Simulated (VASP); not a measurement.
**Al9O: relaxation of the atoms with PBE**

System: Al9O, a slab with vacuum.

```xyz
10
Lattice="2.8535 0.0000 0.0000 -1.4268 9.7015 0.0000 0.0000 0.0000 20.2904" Properties=species:S:1:pos:R:3 pbc="T T T"
Al    1.4268    0.6295    4.0000
Al    1.4268    3.3172    4.9957
Al    0.0000    5.7950    5.1949
Al    1.4268    8.2728    5.3940
Al    0.0003    1.2390    6.4001
Al   -0.0072    3.9216    7.5233
Al    1.4238    6.3997    7.6799
Al   -0.0083    8.8388    7.8610
Al    1.4319    1.7599    8.7904
O     1.7885    4.1853    8.7947
```

```yaml
Program: VASP 6.6.1
Task: relaxation of the atoms
Functional: PBE
Potentials_or_basis: VASP PAW PBE potentials, release 64 (Al, O)
Cutoff: 520 eV
k_mesh: 9 × 3 × 1
Occupations: gaussian, width 0.1 eV
Spin: no spin polarisation
Dipole_correction: yes
Atoms_held_fixed_from_0: "[0, 1, 2, 3, 4, 5, 6, 7, 8]"
Further_INCAR_settings: ALGO = Normal; EDIFF = 1e-07; NELMDL = -8; IBRION = 2; EDIFFG = -0.025; NSW = 36
Atoms_held_along_some_axes_from_0: atom 9 along a and b
```

```json
{
 "Energy gained by relaxing": "0.0 meV/atom",
 "Ionic steps": "2",
 "Band gap on the k mesh": "zero (an odd number of electrons rules out a gap without spin polarisation)"
}
```

Final structure:
```yaml
crystal:
  lattice:
    - [2.85354, 0.00000, 0.00000]
    - [-1.42677, 9.70148, 0.00000]
    - [0.00000, 0.00000, 20.29037]
  atoms:
    - { symbol: Al, position: [0.53244, 0.06489, 0.19714] }
    - { symbol: Al, position: [0.67096, 0.34192, 0.24621] }
    - { symbol: Al, position: [0.29866, 0.59733, 0.25603] }
    - { symbol: Al, position: [0.92637, 0.85274, 0.26584] }
    - { symbol: Al, position: [0.06395, 0.12771, 0.31543] }
    - { symbol: Al, position: [0.19958, 0.40422, 0.37078] }
    - { symbol: Al, position: [0.82880, 0.65967, 0.37850] }
    - { symbol: Al, position: [0.45262, 0.91108, 0.38742] }
    - { symbol: Al, position: [0.59249, 0.18141, 0.43323] }
    - { symbol: O, position: [0.84249, 0.43141, 0.43357] }
```

Levels at points of the mesh, in eV from the Fermi level:
| k point | band 13 | band 14 | band 15 | band 16 | band 17 | band 18 | band 19 | band 20 | band 21 | band 22 |
| --- | --- | --- | --- | --- | --- | --- | --- | --- | --- | --- |
| (0.00, 0.00, 0.00) | -2.63 | -2.02 | -1.70 | -1.38 | -0.14 | 0.48 | 1.23 | 2.18 | 2.55 | 2.90 |

Wall time 3.9 min on 1 thread of Intel(R) Xeon(R) 6975P-C (Granite Rapids), on a shared host, peak memory 0.74 GiB.
